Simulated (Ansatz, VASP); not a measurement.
**Ca: VASP beside Ansatz**

The input INCAR:

```
SYSTEM = Ca
ALGO = Normal
EDIFF = 1E-7
ENCUT = 520
GGA = PE
ISIF = 2
ISMEAR = 0
LASPH = .TRUE.
LCHARG = .TRUE.
LELF = .TRUE.
LREAL = .FALSE.
LVHAR = .TRUE.
LWAVE = .FALSE.
NBANDS = 11
NELM = 80
PREC = Accurate
SIGMA = 0.15
```

File KPOINTS:

```
k-points
0
G
  14 14 14
  0 0 0
```

Contents of POSCAR:

```
Ca
1.0
    0.0000000000      2.8361130000      2.8780260000
    2.8361130000      0.0000000000      2.8780260000
    2.8361130000      2.8361130000      0.0000000000
Ca
1
Direct
    0.0000000000      0.0000000000      0.0000000000
```

Input for Ansatz:

```yaml
crystal:
  lattice:
    - [0.0, 2.836113, 2.878026]
    - [2.836113, 0.0, 2.878026]
    - [2.836113, 2.836113, 0.0]
  atoms:
    - { symbol: Ca, position: [0.0, 0.0, 0.0] }
basis:
  ecutwfc: 420
kpoints:
  mp_grid: { grid: [14, 14, 14] }
hamiltonian:
  xc: pbe
scf:
  occupations: { method: gaussian, width: 0.15 }
output:
  forces: true
  stress: true
  eigenvalues: true
  write_density: true
  write_potential: true
  elf: true
  volumetric_format: npy
```

Change from the starting cell: strain +0.015 along x and y, +0.030 along z, atoms carried along.

Alike in both runs: task single point; functional PBE; k mesh 14 × 14 × 14; occupations gaussian, width 0.15 eV; no spin polarisation.

```csv
,VASP,Ansatz
version,VASP 6.6.1,Ansatz 0.2.0
potentials or method,"VASP PAW PBE potentials, release 64 (Ca_sv), cutoff 520 eV","scalar-relativistic, plane waves, PAW"
valence electrons in the cell,10,10
```

```tsv
	VASP	Ansatz	Ansatz less VASP
gap on the k mesh at the Fermi level (eV)	none	none	-
pressure (GPa)	-1.4	-1.4	-0.01
traceless stress, the component that is largest in VASP (GPa)	-0.08	-0.08	0.000
```

A gap of «none» marks a metal or a gap that the smearing closes. The functional is the same, so the differences come from potentials, cutoffs and numerics.
